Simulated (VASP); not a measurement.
# SiO2 (I-42d) in VASP: notebook

Aim: see how the results for SiO2 move with the level of theory and the settings. Levels: LDA, PBEsol, r2SCAN. Tasks: single point.

All numbers are computed with VASP 6.6.1; they aren't measurements. Logs are shortened: lines on timing, memory, paths and dates and some standing lists are left out, and cuts for length are marked.

### 1 The cell of the first run

It takes space group I-42d (No. 122, tetragonal). Conventional cell: a = 4.931 Å, b = 4.931 Å, c = 7.283 Å, α = 90.00°, β = 90.00°, γ = 90.00°. Si (site symmetry -4) has 4 O at 1.61 Å within 2.1 Å. O (site symmetry 2) has 2 Si at 1.61 Å within 2.1 Å.

### 2 Single point, LDA

Input file INCAR:

```
SYSTEM = SiO2
ALGO = Normal
EDIFF = 1E-7
ENCUT = 520
GGA = CA
ISIF = 2
ISMEAR = -1
LASPH = .TRUE.
LCHARG = .FALSE.
LREAL = .FALSE.
LWAVE = .FALSE.
NBANDS = 25
NELM = 100
PREC = Accurate
SIGMA = 0.02
```

Input file KPOINTS:

```
k-points
0
G
  6 6 6
  0 0 0
```

Input file POSCAR:

```
SiO2
1.0
   -2.4652850350      2.4652850350      3.6414541213
    2.4652850350     -2.4652850350      3.6414541213
    2.4652850350      2.4652850350     -3.6414541213
Si O
2 4
Direct
    0.0000000000      0.0000000000      0.0000000000
    0.7500000000      0.2500000000      0.5000000000
    0.9736091091      0.6250000000      0.8486091091
    0.3750000000      0.2236091091      0.3486091091
    0.7763908909      0.1250000000      0.1513908909
    0.8750000000      0.0263908909      0.6513908909
```

Potentials or basis: VASP PAW LDA potentials, release 64 (Si, O).

Run with:

```console
$ cat potpaw_LDA.64/Si/POTCAR potpaw_LDA.64/O/POTCAR > POTCAR
$ mpirun -np 1 vasp_std > vasp.out
```

OUTCAR:

```text
SYSTEM = SiO2
   EDIFF = 1E-7
   ENCUT = 520
   GGA = CA
   ISIF = 2
   ISMEAR = -1
   LASPH = .TRUE.
   LREAL = .FALSE.
   NELM = 100
   PREC = Accurate

 ion  position               nearest neighbor table
   1  0.000  0.000  0.000-   3 1.61   4 1.61   5 1.61   6 1.61   2 3.06   2 3.06   2 3.06   2 3.06

   2  0.750  0.250  0.500-   3 1.61   4 1.61   5 1.61   6 1.61   1 3.06   1 3.06   1 3.06   1 3.06

   3  0.974  0.625  0.849-   1 1.61   2 1.61
   4  0.375  0.224  0.349-   1 1.61   2 1.61
   5  0.776  0.125  0.151-   1 1.61   2 1.61
   6  0.875  0.026  0.651-   1 1.61   2 1.61

  LATTYP: Found a body centered tetragonal cell.
 ALAT       =     4.9305700700
 C/A-ratio  =     1.4770925348

  Lattice vectors:

 A1 = (  -2.4652850350,   2.4652850350,   3.6414541213)
 A2 = (   2.4652850350,  -2.4652850350,   3.6414541213)
 A3 = (   2.4652850350,   2.4652850350,  -3.6414541213)

Analysis of symmetry for initial positions (statically):
=====================================================================
 Subroutine PRICEL returns:
 Original cell was already a primitive cell.

 Routine SETGRP: Setting up the symmetry group for a
 body centered tetragonal supercell.

 Subroutine GETGRP returns: Found  8 space group operations
 (whereof  4 operations were pure point group operations)
 out of a pool of 16 trial point group operations.

The static configuration has the point symmetry S_4 .
 The point group associated with its full space group is D_2d.

Analysis of symmetry for dynamics (positions and initial velocities):
=====================================================================
 Subroutine PRICEL returns:
 Original cell was already a primitive cell.

 Routine SETGRP: Setting up the symmetry group for a
 body centered tetragonal supercell.

 Subroutine GETGRP returns: Found  8 space group operations
 (whereof  4 operations were pure point group operations)
 out of a pool of 16 trial point group operations.

The dynamic configuration has the point symmetry S_4 .
 The point group associated with its full space group is D_2d.

 Subroutine INISYM returns: Found  8 space group operations
 (whereof  4 operations are pure point group operations),
 and found     1 'primitive' translations

----------------------------------------------------------------------------------------

                                     Primitive cell

  volume of cell :      88.5256
[... 98 lines left out ...]
   LREAL  =      F    real-space projection
   EDIFFG = 0.1E-05   stopping-criterion for IOM
   NSW    =      0    number of steps for IOM
   IBRION =     -1    ionic relax: 0-MD 1-quasi-New 2-CG
   NFREE  =      0    steps in history (QN), initial steepest desc. (CG)
   ISIF   =      2    stress and relaxation
   ISYM   =      2    0-nonsym 1-usesym 2-fastsym
   POTIM  = 0.5000    time-step for ionic-motion
   TEBEG  =    0.0;   TEEND  =   0.0 temperature during run
   PSTRESS=    0.0 pullay stress
   NELECT =      32.0000    total number of electrons
   NUPDOWN=      -1.0000    fix difference up-down
   EMIN   =  10.00;   EMAX   =-10.00  energy-range for DOS
   EFERMI =   0.00;   METHOD = LEGACY
   ISMEAR =    -1;   SIGMA  =   0.02  broadening in eV -4-tet -1-fermi 0-gaus
   EFERMI_NEDOS =   21; number of points for ismear=-14 and -15
   IALGO  =     38    algorithm
   IMIX   =      4    mixing-type and parameters
     AMIX     =   0.40;   BMIX     =  1.00
     AMIX_MAG =   1.60;   BMIX_MAG =  1.00
  volume/ion in A,a.u.               =      14.75        99.57
  Fermi-wavevector in a.u.,A,eV,Ry     =   1.166188  2.203775 18.503838  1.359994
  Thomas-Fermi vector in A             =   2.302704
   LORBIT       =      0    0 simple, 1 ext, 2 COOP (PROOUT), +10 PAW based schemes
   GGA     = CA    functional components
   LHFCALC =     F    Hartree Fock is set to
   AEXX    =    0.0000 exact exchange contribution
   IVDW    =     0    specifies the selected vdW correction
   LEPSILON=     F    determine dielectric tensor
   LRPA    =     F    only Hartree local field effects (RPA)
 non-spin polarized calculation
  energy-cutoff  :      520.00
  volume of cell :       88.53
 maximum number of plane-waves:      2396
 NGX is ok and might be reduce to    40
   NGX = 19   NGY = 19   NGZ = 19

 number of electron      32.0000008 magnetization

 Free energy of the ion-electron system (eV)
  ---------------------------------------------------
  ext. energy  EPLUGINS =         0.00000000
  ---------------------------------------------------
  free energy    TOTEN  =       -51.87631170 eV

  energy without entropy =      -51.87631170  energy(sigma->0) =      -51.87631170

 E-fermi :  -0.1593     XC(G=0):  -8.8001

 val. band max:       -0.6013661869   @ k =   0.0000   0.0000   0.0000
 cond. band min:       5.1578247936   @ k =   0.0000   0.0000   0.0000
 fundamental gap:      5.7591909805
 Fermi energy:        -0.1592761380

 k-point     1 :       0.0000    0.0000    0.0000
  band No.  band energies     occupation
      1     -19.6189      2.00000
      2     -17.4349      2.00000
      3     -17.4349      2.00000
      4     -17.3703      2.00000
      5      -9.8760      2.00000
      6      -6.1973      2.00000
[... 661 lines left out ...]
     24      12.3289      0.00000
     25      12.8527      0.00000

 [... further k-points ...]

------------------------ aborting loop because EDIFF is reached ----------------------------------------

  FORCE on cell =-STRESS in cart. coord.  units (eV):
  Direction    XX          YY          ZZ          XY          YZ          ZX
  --------------------------------------------------------------------------------------
  -------------------------------------------------------------------------------------
  Total        0.2909118      0.2909118      0.3227647      0.0000000      0.0000000      0.0000000
  in kB        5.2650536      5.2650536      5.8415414      0.0000000      0.0000000      0.0000000
  external PRESSURE =       5.4572162 kB  Pullay stress =       0.0000000 kB

 VOLUME and BASIS-vectors are now :
 -----------------------------------------------------------------------------
  energy-cutoff  :      520.00
  volume of cell :       88.53
      direct lattice vectors                 reciprocal lattice vectors
    -2.465285035  2.465285035  3.641454121     0.000000000  0.202816304  0.137307785
     2.465285035 -2.465285035  3.641454121     0.202816304  0.000000000  0.137307785
     2.465285035  2.465285035 -3.641454121     0.202816304  0.202816304  0.000000000

 POSITION                                       TOTAL-FORCE (eV/Angst)
 -----------------------------------------------------------------------------------
      0.00000      0.00000      0.00000         0.000000     -0.000000      0.000000
      0.00000      2.46529      1.82073         0.000000     -0.000000     -0.000000
      1.23264      2.95148      2.73109         0.000000      0.027860     -0.000000
      0.48620      1.23264      0.91036         0.027860     -0.000000     -0.000000
     -1.23264      1.97909      2.73109         0.000000     -0.027860     -0.000000
     -0.48620      3.69793      0.91036        -0.027860     -0.000000     -0.000000
 -----------------------------------------------------------------------------------
    total drift:                                0.000001      0.000001      0.000000

  FREE ENERGIE OF THE ION-ELECTRON SYSTEM (eV)
  ---------------------------------------------------
  free  energy   TOTEN  =       -51.8763117010 eV

  energy  without entropy=      -51.8763117010  energy(sigma->0) =      -51.87631170
```

OSZICAR:

```text
N       E                     dE             d eps       ncg     rms          rms(c)
DAV:   1     0.166008693766E+03    0.16601E+03   -0.16103E+04  1500   0.114E+03
DAV:   2    -0.469208328078E+02   -0.21293E+03   -0.20325E+03  2015   0.268E+02
DAV:   3    -0.585933278475E+02   -0.11672E+02   -0.11621E+02  2011   0.647E+01
DAV:   4    -0.587083047804E+02   -0.11498E+00   -0.11493E+00  1832   0.736E+00
DAV:   5    -0.587097877452E+02   -0.14830E-02   -0.14827E-02  2018   0.820E-01    0.214E+01
DAV:   6    -0.520574570880E+02    0.66523E+01   -0.20958E+01  1820   0.288E+01    0.111E+01
DAV:   7    -0.519528527493E+02    0.10460E+00   -0.72941E-01  1937   0.458E+00    0.371E+00
DAV:   8    -0.518872105770E+02    0.65642E-01   -0.45966E-02  1923   0.166E+00    0.142E+00
DAV:   9    -0.518755299205E+02    0.11681E-01   -0.16225E-02  2006   0.935E-01    0.219E-01
DAV:  10    -0.518762866898E+02   -0.75677E-03   -0.11754E-03  1681   0.210E-01    0.736E-02
DAV:  11    -0.518763111049E+02   -0.24415E-04   -0.31258E-04  1870   0.121E-01    0.166E-02
DAV:  12    -0.518763106303E+02    0.47456E-06   -0.13512E-05  1914   0.248E-02    0.845E-03
DAV:  13    -0.518763116291E+02   -0.99877E-06   -0.27658E-06  1918   0.101E-02    0.380E-03
DAV:  14    -0.518763117010E+02   -0.71898E-07   -0.98037E-08  1486   0.205E-03
   1 F= -.51876312E+02 E0= -.51876312E+02  d E =-.340496E-11
```

It took 56 s on 1 thread of Intel Xeon Platinum 8488C (Sapphire Rapids), shared host; peak memory 0.21 GiB.

What came out:

| Item | Value |
| --- | --- |
| Free energy | -51.8763 eV |
| Pressure | 0.5 GPa |
| Largest force | 0.028 eV/Å |
| Band gap on the k mesh | 5.76 eV, direct |

Forces on the atoms (eV/Å):
```
Si   0.000  0.000  0.000
Si   0.000  0.000  0.000
O    0.000  0.028  0.000
O    0.028  0.000  0.000
O    0.000 -0.028  0.000
O   -0.028  0.000  0.000
```

A k mesh can miss the band edges. As with any semilocal functional, this LDA gap is likely too small.

### 3 Single point, PBEsol

This run uses another cell than the first one, of 15.21 Å³/atom, 1.031 times its volume.

Input file INCAR:

```
SYSTEM = SiO2
ALGO = Normal
EDIFF = 1E-7
ENCUT = 520
GGA = PS
ISIF = 2
ISMEAR = -1
LASPH = .True.
LCHARG = .True.
LELF = .True.
LREAL = .False.
LVHAR = .True.
LWAVE = .False.
NBANDS = 25
NELM = 60
PREC = Accurate
SIGMA = 0.02
```

Input file KPOINTS:

```
k-points
0
Gamma
  6 6 6
  0 0 0
```

Input file POSCAR:

```
SiO2
1.0
   -2.4932919071      2.4932919071      3.6700569619
    2.4932919071     -2.4932919071      3.6700569619
    2.4932919071      2.4932919071     -3.6700569619
Si O
2 4
Direct
    0.0000000000      0.0000000000      0.0000000000
    0.7500000000      0.2500000000      0.5000000000
    0.9704338103      0.6250000000      0.8454338103
    0.3750000000      0.2204338103      0.3454338103
    0.7795661897      0.1250000000      0.1545661897
    0.8750000000      0.0295661897      0.6545661897
```

Potentials or basis: VASP PAW PBE potentials, release 64 (Si, O).

Run with:

```console
$ cat potpaw_PBE.64/Si/POTCAR potpaw_PBE.64/O/POTCAR > POTCAR
$ mpirun -np 1 vasp_std > vasp.out
```

Run time: 80 s. Hardware: 1 thread of Intel Xeon Platinum 8488C (Sapphire Rapids), shared host; peak memory 0.24 GiB.

The run converged. Its results:

```
Free energy            : -49.3618 eV
Pressure               : 0.5 GPa
Largest force          : 0.024 eV/Å
Band gap on the k mesh : 5.81 eV, direct
```

Forces on the atoms (eV/Å):
```
Si   0.000  0.000  0.000
Si   0.000  0.000  0.000
O    0.000  0.024  0.000
O    0.024  0.000  0.000
O    0.000 -0.024  0.000
O   -0.024  0.000  0.000
```

Levels at points of the mesh, in eV from the valence-band top:
```
           k point  band 14  band 15  band 16  band 17  band 18  band 19
(0.00, 0.00, 0.00)    -0.67     0.00     0.00     5.81     8.64    10.36
(0.50, 0.00, 0.00)    -0.79    -0.50    -0.14     8.03     8.91     9.60
(0.50, 0.50, 0.00)    -0.98    -0.34    -0.34     8.99     8.99    10.04
(0.50, 0.50, 0.50)    -1.46    -0.33    -0.33     8.79     8.79    10.12
```

Caveat: the PAW data sets were made with another functional, which shifts forces and pressure a little.

### 4 Single point, r2SCAN

This run uses another cell than the first one, of 14.90 Å³/atom, 1.010 times its volume.

Input file POSCAR:

```
SiO2
1.0
   -2.4719631570      2.4719631570      3.6578428214
    2.4719631570     -2.4719631570      3.6578428214
    2.4719631570      2.4719631570     -3.6578428214
Si O
2 4
Direct
    0.0000000000      0.0000000000      0.0000000000
    0.7500000000      0.2500000000      0.5000000000
    0.9733623208      0.6250000000      0.8483623208
    0.3750000000      0.2233623208      0.3483623208
    0.7766376792      0.1250000000      0.1516376792
    0.8750000000      0.0266376792      0.6516376792
```

Input file INCAR.step1:

```
SYSTEM = SiO2
PREC = Accurate
ENCUT = 520
ISMEAR = -1
SIGMA = 0.02
LREAL = .False.
LASPH = .True.
NELM = 80
NBANDS = 25
GGA = PE
ALGO = Normal
EDIFF = 1E-4
LWAVE = .True.
LCHARG = .False.
```

Input file INCAR.step2:

```
SYSTEM = SiO2
PREC = Accurate
ENCUT = 520
EDIFF = 1E-7
ISMEAR = -1
SIGMA = 0.02
LREAL = .False.
LASPH = .True.
NELM = 80
ALGO = Normal
ISIF = 2
LWAVE = .False.
LCHARG = .False.
METAGGA = R2SCAN
LMIXTAU = .True.
NBANDS = 25
ISTART = 1
```

Input file KPOINTS:

```
regular mesh
0
Gamma
  6 6 6
  0 0 0
```

Run with:

```console
$ cat potpaw_PBE.64/Si/POTCAR potpaw_PBE.64/O/POTCAR > POTCAR
$ cp INCAR.step1 INCAR
$ mpirun -np 1 vasp_std > vasp.out
$ cp INCAR.step2 INCAR
$ mpirun -np 1 vasp_std > vasp.out
```

Run time: 4.3 min. Hardware: 1 thread of Intel Xeon Platinum 8488C (Sapphire Rapids), shared host; peak memory 0.26 GiB.

It converged, with:

- Free energy: -59.5882 eV
- Pressure: 0.2 GPa
- Band gap on the k mesh: 6.56 eV, direct

Forces on the atoms (eV/Å):
```
Si   0.000  0.000  0.000
Si   0.000  0.000  0.000
O    0.000  0.003  0.000
O    0.003  0.000  0.000
O    0.000 -0.003  0.000
O   -0.003  0.000  0.000
```

Levels at points of the mesh, in eV from the valence-band top:
| k point | band 12 | band 13 | band 14 | band 15 | band 16 | band 17 | band 18 | band 19 | band 20 | band 21 |
| --- | --- | --- | --- | --- | --- | --- | --- | --- | --- | --- |
| (0.00, 0.00, 0.00) | -1.62 | -1.57 | -0.71 | 0.00 | 0.00 | 6.56 | 9.70 | 11.72 | 11.74 | 11.74 |
| (0.50, 0.00, 0.00) | -1.64 | -1.51 | -0.80 | -0.49 | -0.14 | 9.07 | 9.60 | 10.51 | 11.18 | 11.84 |
| (0.50, 0.50, 0.00) | -2.10 | -0.99 | -0.99 | -0.34 | -0.34 | 9.87 | 9.87 | 11.22 | 11.22 | 12.09 |
| (0.50, 0.50, 0.50) | -2.10 | -1.50 | -1.50 | -0.32 | -0.32 | 9.63 | 9.63 | 11.11 | 11.11 | 12.69 |

Caveat: the PAW data sets were made with another functional, which shifts forces and pressure a little.

### 5 Overview

| level | potentials or basis | cell | gap on the mesh (eV) | pressure (GPa) | largest force (eV/Å) |
| --- | --- | --- | --- | --- | --- |
| LDA | VASP PAW LDA potentials, release 64 (Si, O) | a = 5.041 Å, angles 121.4, 121.4, 87.5°, 6 atoms | 5.76 | 0.5 | 0.03 |
| PBEsol | VASP PAW PBE potentials, release 64 (Si, O) | a = 5.089 Å, angles 121.3, 121.3, 87.7°, 6 atoms | 5.81 | 0.5 | 0.02 |
| r2SCAN | VASP PAW PBE potentials, release 64 (Si, O) | a = 5.060 Å, angles 121.5, 121.5, 87.4°, 6 atoms | 6.56 | 0.2 | - |

Alike in all rows: task single point; no spin polarisation; k mesh 6 × 6 × 6; cutoff (eV) 520; smearing fermi-dirac 0.02 eV.

Caveats: the PAW data sets were made with another functional, which shifts forces and pressure a little (some runs).

Absolute energies hang on the potentials; compare differences alone.
